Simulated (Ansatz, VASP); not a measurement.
**TiO2 in VASP and in Ansatz**

```
Ti O
1.0
    -1.84262    1.84262    4.84845
     1.84262   -1.84262    4.84845
     1.84262    1.84262   -4.84845
Ti O
2 4
Direct
  0.00000 0.00000 0.00000
  0.75000 0.25000 0.50000
  0.20651 0.20651 0.00000
  0.95651 0.45651 0.50000
  0.54349 0.04349 0.50000
  0.79349 0.79349 0.00000
```

Change from the starting cell: strain -0.030 along x and y, +0.000 along z, atoms carried along.

Alike in both runs: task single point; functional PBE; k mesh 10 × 10 × 10; occupations gaussian, width 0.05 eV; no spin polarisation.

```csv
,VASP,Ansatz
version,VASP 6.6.1,Ansatz 0.2.0
potentials or method,"VASP PAW PBE potentials, release 64 (Ti_sv, O), cutoff 520 eV","scalar-relativistic, plane waves, PAW"
valence electrons in the cell,48,48
```

```tsv
	VASP	Ansatz	Ansatz less VASP
gap on the k mesh at the Fermi level (eV)	2.29	2.32	+0.024
least direct gap on the mesh (eV)	2.63	2.65	+0.021
pressure (GPa)	15.2	14.4	-0.77
traceless stress, the component that is largest in VASP (GPa)	-5.25	-5.16	+0.088
rms of the force components (eV/Å)	0.041	0.046	+0.0051
```

Atom by atom the forces differ by 0.005 eV/Å (rms over components).
